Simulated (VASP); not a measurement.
# CoO (Fm-3m) in VASP: further runs, part 3 of 4

VASP 6.6.1. Earlier steps stand in the parts before.

### 4 Single point, PBE, collinear spin, ferromagnetic start

This run uses another cell than the first one, of 9.88 Å³/atom, 1.020 times its volume.

INCAR

```
PREC = Accurate ; ENCUT = 600
EDIFF = 1E-6 ; ISMEAR = -1
SIGMA = 0.05 ; LREAL = F
LASPH = T ; NELM = 200
ALGO = Normal ; ISIF = 2
LWAVE = F ; LCHARG = F
ISPIN = 2 ; MAGMOM = 2 0
LORBIT = 11 ; LMAXMIX = 4
GGA = PE ; NBANDS = 22
GGA_COMPAT = F
```

KPOINTS

```
regular mesh
0
Gamma
  11 11 11
```

POSCAR

```
CoO
1.0
    0.0000000000      2.1456179764      2.1456179764
    2.1456179764      0.0000000000      2.1456179764
    2.1456179764      2.1456179764      0.0000000000
Co O
1 1
Direct
    0.0000000000      0.0000000000      0.0000000000
    0.5000000000      0.5000000000      0.5000000000
```

Potentials or basis: VASP PAW PBE potentials, release 64 (Co_sv, O).

Command:

```
$ cat potpaw_PBE.64/Co_sv/POTCAR potpaw_PBE.64/O/POTCAR > POTCAR
$ mpirun -np 1 vasp_std > vasp.out
```

OUTCAR:

```text
PREC = Accurate
   ENCUT = 600
   EDIFF = 1E-6
   ISMEAR = -1
   LREAL = F
   LASPH = T
   NELM = 200
   ISIF = 2
   ISPIN = 2
   LORBIT = 11
   GGA = PE

 ion  position               nearest neighbor table
   1  0.000  0.000  0.000-   2 2.15   2 2.15   2 2.15   2 2.15   2 2.15   2 2.15
   2  0.500  0.500  0.500-   1 2.15   1 2.15   1 2.15   1 2.15   1 2.15   1 2.15

  LATTYP: Found a face centered cubic cell.
 ALAT       =     4.2912359528

  Lattice vectors:

 A1 = (   0.0000000000,   2.1456179764,   2.1456179764)
 A2 = (   2.1456179764,   0.0000000000,   2.1456179764)
 A3 = (   2.1456179764,   2.1456179764,   0.0000000000)

Analysis of symmetry for initial positions (statically):
=====================================================================
 Subroutine PRICEL returns:
 Original cell was already a primitive cell.

 Routine SETGRP: Setting up the symmetry group for a
 face centered cubic supercell.

 Subroutine GETGRP returns: Found 48 space group operations
 (whereof 48 operations were pure point group operations)
 out of a pool of 48 trial point group operations.

The static configuration has the point symmetry O_h .

Analysis of symmetry for dynamics (positions and initial velocities):
=====================================================================
 Subroutine PRICEL returns:
 Original cell was already a primitive cell.

 Routine SETGRP: Setting up the symmetry group for a
 face centered cubic supercell.

 Subroutine GETGRP returns: Found 48 space group operations
 (whereof 48 operations were pure point group operations)
 out of a pool of 48 trial point group operations.

The dynamic configuration has the point symmetry O_h .

Analysis of structural, dynamic, and magnetic symmetry:
=====================================================================
 Subroutine PRICEL returns:
 Original cell was already a primitive cell.

 Routine SETGRP: Setting up the symmetry group for a
 face centered cubic supercell.

 Subroutine GETGRP returns: Found 48 space group operations
 (whereof 48 operations were pure point group operations)
 out of a pool of 48 trial point group operations.

The overall configuration has the point symmetry O_h .

 Subroutine INISYM returns: Found 48 space group operations
 (whereof 48 operations are pure point group operations),
 and found     1 'primitive' translations

----------------------------------------------------------------------------------------

                                     Primitive cell

  volume of cell :      19.7555

  direct lattice vectors                    reciprocal lattice vectors
     0.000000000  2.145617976  2.145617976    -0.233033096  0.233033096  0.233033096
     2.145617976  0.000000000  2.145617976     0.233033096 -0.233033096  0.233033096
     2.145617976  2.145617976  0.000000000     0.233033096  0.233033096 -0.233033096

  length of vectors
     3.034362042  3.034362042  3.034362042     0.403625162  0.403625162  0.403625162

  position of ions in fractional coordinates (direct lattice)
     0.000000000  0.000000000  0.000000000
     0.500000000  0.500000000  0.500000000

  ion indices of the primitive-cell ions
   primitive index   ion index
                 1           1
                 2           2

[... 65 lines left out ...]
   ISPIN  =      2    spin polarized calculation?
   LNONCOLLINEAR =      F non collinear calculations
   LSORBIT =      F    spin-orbit coupling
   LASPH  =      T    aspherical Exc in radial PAW
   ENCUT  =  600.0 eV  44.10 Ry    6.64 a.u.   6.06  6.06  6.06*2*pi/ulx,y,z
   NELM   =    200;   NELMIN=  2; NELMDL= -5     # of ELM steps
   EDIFF  = 0.1E-05   stopping-criterion for ELM
   LREAL  =      F    real-space projection
   EDIFFG = 0.1E-04   stopping-criterion for IOM
   NSW    =      0    number of steps for IOM
   IBRION =     -1    ionic relax: 0-MD 1-quasi-New 2-CG
   NFREE  =      0    steps in history (QN), initial steepest desc. (CG)
   ISIF   =      2    stress and relaxation
   ISYM   =      2    0-nonsym 1-usesym 2-fastsym
   POTIM  = 0.5000    time-step for ionic-motion
   TEBEG  =    0.0;   TEEND  =   0.0 temperature during run
   PSTRESS=    0.0 pullay stress
   NELECT =      23.0000    total number of electrons
   NUPDOWN=      -1.0000    fix difference up-down
   EMIN   =  10.00;   EMAX   =-10.00  energy-range for DOS
   EFERMI =   0.00;   METHOD = LEGACY
   ISMEAR =    -1;   SIGMA  =   0.05  broadening in eV -4-tet -1-fermi 0-gaus
   EFERMI_NEDOS =   21; number of points for ismear=-14 and -15
   IALGO  =     38    algorithm
   IMIX   =      4    mixing-type and parameters
     AMIX     =   0.40;   BMIX     =  1.00
     AMIX_MAG =   1.60;   BMIX_MAG =  1.00
  volume/ion in A,a.u.               =       9.88        66.66
  Fermi-wavevector in a.u.,A,eV,Ry     =   1.722219  3.254522 40.355401  2.966038
  Thomas-Fermi vector in A             =   2.798325
   LORBIT       =     11    0 simple, 1 ext, 2 COOP (PROOUT), +10 PAW based schemes
   GGA     = PE    functional components
   LHFCALC =     F    Hartree Fock is set to
   AEXX    =    0.0000 exact exchange contribution
   IVDW    =     0    specifies the selected vdW correction
   LEPSILON=     F    determine dielectric tensor
   LRPA    =     F    only Hartree local field effects (RPA)
 spin polarized calculation
  energy-cutoff  :      600.00
  volume of cell :       19.76
 maximum number of plane-waves:       673
   NGX = 13   NGY = 13   NGZ = 13

 number of electron      22.9999974 magnetization       2.9573653

 Free energy of the ion-electron system (eV)
  ---------------------------------------------------
  ext. energy  EPLUGINS =         0.00000000
  ---------------------------------------------------
  free energy    TOTEN  =       -13.13027299 eV

  energy without entropy =      -13.09612407  energy(sigma->0) =      -13.11319853

 E-fermi :   8.5980     XC(G=0): -12.5602

 val. band max:        8.5913957751   @ k =   0.3636   0.2727   0.0909
 cond. band min:       8.6086754092   @ k =  -0.1818   0.2727   0.0909
 fundamental gap:      0.0172796341
 Fermi energy:         8.5979774623

 spin component 1

 k-point     1 :       0.0000    0.0000    0.0000
  band No.  band energies     occupation
      1     -88.3226      1.00000
      2     -51.5659      1.00000
      3     -51.5659      1.00000
      4     -51.5659      1.00000
      5     -11.4429      1.00000
      6       5.3154      1.00000
[... 589 lines left out ...]
     21      35.8803      0.00000
     22      37.6801      0.00000

 [... further k-points ...]

 spin component 2

 k-point     1 :       0.0000    0.0000    0.0000
  band No.  band energies     occupation
      1     -85.2323      1.00000
      2     -48.5496      1.00000
      3     -48.5495      1.00000
      4     -48.5495      1.00000
      5     -10.9333      1.00000
      6       6.0903      1.00000
[... 589 lines left out ...]
     21      36.4850      0.00000
     22      38.2371      0.00000

 [... further k-points ...]

------------------------ aborting loop because EDIFF is reached ----------------------------------------

  FORCE on cell =-STRESS in cart. coord.  units (eV):
  Direction    XX          YY          ZZ          XY          YZ          ZX
  --------------------------------------------------------------------------------------
  -------------------------------------------------------------------------------------
  Total       -0.9116278     -0.9116278     -0.9116278      0.0000000     -0.0000000      0.0000000
  in kB      -73.9334443    -73.9334443    -73.9334443      0.0000000     -0.0000000      0.0000000
  external PRESSURE =     -73.9334443 kB  Pullay stress =       0.0000000 kB

 VOLUME and BASIS-vectors are now :
 -----------------------------------------------------------------------------
  energy-cutoff  :      600.00
  volume of cell :       19.76
      direct lattice vectors                 reciprocal lattice vectors
     0.000000000  2.145617976  2.145617976    -0.233033096  0.233033096  0.233033096
     2.145617976  0.000000000  2.145617976     0.233033096 -0.233033096  0.233033096
     2.145617976  2.145617976  0.000000000     0.233033096  0.233033096 -0.233033096

 POSITION                                       TOTAL-FORCE (eV/Angst)
 -----------------------------------------------------------------------------------
      0.00000      0.00000      0.00000         0.000000     -0.000000     -0.000000
      2.14562      2.14562      2.14562        -0.000000      0.000000      0.000000
 -----------------------------------------------------------------------------------
    total drift:                                0.000000     -0.000000     -0.000000

  FREE ENERGIE OF THE ION-ELECTRON SYSTEM (eV)
  ---------------------------------------------------
  free  energy   TOTEN  =       -13.1302729886 eV

  energy  without entropy=      -13.0961240664  energy(sigma->0) =      -13.11319853

 total charge

# of ion       s       p       d       tot
------------------------------------------
    1        2.139   6.058   6.658  14.855
    2        1.552   3.419   0.000   4.971
--------------------------------------------------
tot          3.691   9.476   6.658  19.826

 magnetization (x)

# of ion       s       p       d       tot
------------------------------------------
    1        0.013   0.010   2.521   2.545
    2        0.028   0.275   0.000   0.303
--------------------------------------------------
tot          0.041   0.285   2.521   2.848
```

OSZICAR:

```text
N       E                     dE             d eps       ncg     rms          rms(c)
DAV:   1     0.237545971045E+03    0.23755E+03   -0.13630E+04  6604   0.257E+03
DAV:   2    -0.559393280795E+01   -0.24314E+03   -0.23140E+03  7406   0.656E+02
DAV:   3    -0.155967701981E+02   -0.10003E+02   -0.99202E+01  6854   0.112E+02
DAV:   4    -0.156885756313E+02   -0.91805E-01   -0.91763E-01  5784   0.958E+00
DAV:   5    -0.156919819334E+02   -0.34063E-02   -0.34062E-02  7066   0.209E+00    0.175E+01
DAV:   6    -0.145445641038E+02    0.11474E+01   -0.20327E+01  7842   0.854E+01    0.284E+01
DAV:   7    -0.131980012966E+02    0.13466E+01   -0.78777E+00  6894   0.607E+01    0.855E+00
DAV:   8    -0.131413919329E+02    0.56609E-01   -0.34939E-01  7308   0.767E+00    0.517E+00
DAV:   9    -0.131495675204E+02   -0.81756E-02   -0.16818E-01  9314   0.580E+00    0.302E+00
DAV:  10    -0.131317572547E+02    0.17810E-01   -0.54247E-02  7952   0.434E+00    0.601E-01
DAV:  11    -0.131302262754E+02    0.15310E-02   -0.13352E-02  8364   0.175E+00    0.228E-01
DAV:  12    -0.131302605960E+02   -0.34321E-04   -0.91762E-04  7124   0.356E-01    0.584E-02
DAV:  13    -0.131302683042E+02   -0.77082E-05   -0.11718E-04  7312   0.111E-01    0.328E-02
DAV:  14    -0.131302730751E+02   -0.47709E-05   -0.92598E-06  5902   0.378E-02    0.222E-02
DAV:  15    -0.131302729886E+02    0.86477E-07   -0.36751E-06  5388   0.392E-02
   1 F= -.13130273E+02 E0= -.13113199E+02  d E =-.341489E-01  mag=     2.9573
```

stdout:

```text
POSCAR found type information on POSCAR CoO
 POSCAR found :  2 types and       2 ions
 scaLAPACK will be used
 LDA part: xc-table for (Slater+PW92), standard interpolation
 POSCAR, INCAR and KPOINTS ok, starting setup
 FFT: planning ... GRIDC
 FFT: planning ... GRID_SOFT
 FFT: planning ... GRID
 WAVECAR not read
 entering main loop
```

Run time: 46 s. Hardware: 1 thread of Intel Xeon Platinum 8259CL at 2.50GHz (Skylake/Cascade Lake), shared host; peak memory 0.17 GiB.

What came out:

- Free energy: -13.1303 eV
- Pressure: -7.4 GPa
- Net moment: 2.96 μB per cell
- Site moments: Co +2.54; O +0.30 μB
- Valence electrons inside the program's atomic spheres: Co 14.86; O 4.97

Levels at points of the mesh, in eV from the Fermi level:
Spin up:
```csv
k point,band 9,band 10,band 11,band 12,band 13,band 14,band 15,band 16,band 17,band 18
"(0.00, 0.00, 0.00)",-3.07,-3.07,-3.07,-3.07,-3.07,0.81,16.69,17.85,17.85,17.85
```
Spin down:
| k point | band 6 | band 7 | band 8 | band 9 | band 10 | band 11 | band 12 | band 13 | band 14 | band 15 |
| --- | --- | --- | --- | --- | --- | --- | --- | --- | --- | --- |
| (0.00, 0.00, 0.00) | -2.51 | -2.51 | -2.51 | -1.06 | -1.06 | -1.06 | 0.12 | 0.12 | 1.36 | 16.58 |

Caveat: a cell with one magnetic atom can't hold antiferromagnetic order, which such compounds often take; semilocal functionals often make such compounds metallic where correlation or magnetic order opens a gap, which also shifts bond lengths. With open d or f shells a metallic result of PBE can be an artefact of self-interaction; +U or a hybrid may open a gap.

### 5 Single point, PBE, collinear spin, ferromagnetic start

This run uses another cell than the first one, of 9.10 Å³/atom, 0.940 times its volume.

INCAR

```
ALGO = Normal
EDIFF = 1E-6
ENCUT = 600
GGA = PE
GGA_COMPAT = False
ISIF = 2
ISMEAR = -1
ISPIN = 2
LASPH = True
LCHARG = False
LMAXMIX = 4
LORBIT = 11
LREAL = False
LWAVE = False
MAGMOM = 2 0
NBANDS = 22
NELM = 200
PREC = Accurate
SIGMA = 0.05
```

KPOINTS

```
k-points
0
Gamma
  11 11 11
```

POSCAR

```
CoO
1.0
    0.0000000000      2.0879894168      2.0879894168
    2.0879894168      0.0000000000      2.0879894168
    2.0879894168      2.0879894168      0.0000000000
Co O
1 1
Direct
    0.0000000000      0.0000000000      0.0000000000
    0.5000000000      0.5000000000      0.5000000000
```

Command:

```
$ cat potpaw_PBE.64/Co_sv/POTCAR potpaw_PBE.64/O/POTCAR > POTCAR
$ mpirun -np 1 vasp_std > vasp.out
```

Wall time 36 s (1 thread of AMD EPYC 9R45 (Zen 5), shared host); peak memory 0.14 GiB.

The run converged. Its results:

- Free energy: -13.1148 eV
- Pressure: 6.7 GPa
- Net moment: 2.76 μB per cell
- Site moments: Co +2.40; O +0.26 μB
- Valence electrons inside the program's atomic spheres: Co 14.91; O 5.01

Levels at points of the mesh, in eV from the Fermi level:
Spin up:
```tsv
k point	band 11	band 12	band 13	band 14	band 15	band 16
(0.00, 0.00, 0.00)	-3.11	-3.11	-3.11	1.26	16.94	18.51
```
Spin down:
| k point | band 6 | band 7 | band 8 | band 9 | band 10 | band 11 | band 12 | band 13 | band 14 | band 15 |
| --- | --- | --- | --- | --- | --- | --- | --- | --- | --- | --- |
| (0.00, 0.00, 0.00) | -2.94 | -2.94 | -2.94 | -1.24 | -1.24 | -1.24 | -0.01 | -0.01 | 1.77 | 16.84 |

Caveat: a cell with one magnetic atom can't hold antiferromagnetic order, which such compounds often take; semilocal functionals often make such compounds metallic where correlation or magnetic order opens a gap, which also shifts bond lengths.

(Part 3 of 4 ends here.)
